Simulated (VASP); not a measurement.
Here is a VASP 6.6.1 calculation.

The input INCAR:

```
ALGO = Normal ; EDIFF = 1E-7
EDIFFG = -0.002 ; ENCUT = 600
IBRION = 2 ; ISIF = 3
ISMEAR = -1 ; LASPH = True
LCHARG = False ; LREAL = False
LWAVE = False ; NELM = 100
NSW = 100 ; PREC = Accurate
PSTRESS = 10.0 ; SIGMA = 0.1
```

File KPOINTS:

```
k-points
0
Gamma
  24 24 24
```

File POSCAR:

```
Pd
1.0
    0.0000000000      1.9208712848      1.9208712848
    1.9208712848      0.0000000000      1.9208712848
    1.9208712848      1.9208712848      0.0000000000
Pd
1
Direct
    0.0000000000      0.0000000000      0.0000000000
```

Potentials or basis: VASP PAW LDA potentials, release 64 (Pd).

The run is started by

```sh
$ cat potpaw_LDA.64/Pd/POTCAR > POTCAR
$ mpirun -np 1 vasp_std > vasp.out
```

Q: Predict the relaxed volume.

A: 14.13 Å³/atom.

Q: What does it give for the band gap on the k mesh?

A: Zero (band 5 reaches 10.68 eV, above the bottom of band 6 at 8.97 eV).

Q: Predict the space group after relaxing (to 0.05 Å).

A: Fm-3m (No. 225).

The path:
| step | energy change (eV) | largest force (eV/Å) | pressure (GPa) | volume (Å³) |
| --- | --- | --- | --- | --- |
| 1 | 0.0000 | 0.0000 | 0.19 | 14.18 |
| 2 | 0.0013 | 0.0000 | 2.61 | 14.03 |
| 3 | 0.0002 | 0.0000 | 1.00 | 14.13 |

Caveat: the cell is relaxed towards a set pressure, so the enthalpy falls and the energy may rise. LDA usually gives volumes a few per cent too small.
